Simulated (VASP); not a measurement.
Input of a VASP 6.6.1 run:

Contents of INCAR:

```
PREC = Accurate
ENCUT = 520
EDIFF = 1E-7
ISMEAR = 0
SIGMA = 0.1
LREAL = False
LASPH = True
NELM = 80
ALGO = Fast
ISIF = 2
LWAVE = False
LCHARG = True
GGA = PE
IVDW = 12
LELF = True
LVHAR = True
NBANDS = 12
```

The input KPOINTS:

```
regular mesh
0
Gamma
  20 20 20
```

The input POSCAR:

```
Cu
1.0
    0.0000000000      1.7816852389      1.7816852389
    1.7816852389      0.0000000000      1.7816852389
    1.7816852389      1.7816852389      0.0000000000
Cu
1
Direct
    0.0000000000      0.0000000000      0.0000000000
```

Potentials or basis: VASP PAW PBE potentials, release 64 (Cu).

Command:

```console
$ cat potpaw_PBE.64/Cu/POTCAR > POTCAR
$ mpirun -np 1 vasp_std > vasp.out
```

(1) Predict the pressure.

(2) What does it give for the dispersion energy per atom?

## Answers

(1) 0.9 GPa.

(2) -0.610 eV.

Caveat: pairwise dispersion overbinds metals, which lowers pressure and volume.
